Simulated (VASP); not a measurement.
A run of VASP 6.6.1:

File INCAR:

```
SYSTEM = Au2S3
PREC = Accurate
ENCUT = 500
EDIFF = 1E-7
ISMEAR = 0
SIGMA = 0.15
LREAL = .FALSE.
LASPH = .TRUE.
NELM = 120
ALGO = Normal
ISIF = 3
LWAVE = .FALSE.
LCHARG = .FALSE.
GGA = PE
IBRION = 2
NSW = 36
EDIFFG = -0.08
GGA_COMPAT = .FALSE.
NELMIN = 4
```

The input KPOINTS:

```
regular mesh
0
G
  3 3 2
  0 0 0
```

Contents of POSCAR:

```
Au2S3
1.0
    4.0825128200      0.0000000000      0.0000000000
   -2.0412564100      3.5355598200      0.0000000000
    0.0000000000      0.0000000000      6.5326119200
S Au
3 2
Direct
    0.6666666700      0.3333333300      0.3536560200
    0.3333333300      0.6666666700      0.6463439800
    0.0000000000      0.0000000000      0.0000000000
    0.6666666700      0.3333333300      0.7501509800
    0.3333333300      0.6666666700      0.2498490200
```

Potentials or basis: VASP PAW PBE potentials, release 64 (S, Au).

Launch:

```sh
$ cat potpaw_PBE.64/S/POTCAR potpaw_PBE.64/Au/POTCAR > POTCAR
$ mpirun -np 1 vasp_std > vasp.out
```

Hardware: 1 thread of Intel(R) Xeon(R) Platinum 8488C (Sapphire Rapids), with other jobs on the host.

Task: Estimate the wall time of this run.

Result: Wall time 3 min on 1 thread of Intel(R) Xeon(R) Platinum 8488C (Sapphire Rapids), on a shared host, peak memory 0.2 GiB. Counts: scf iterations 192, k points 6, ion steps 18.
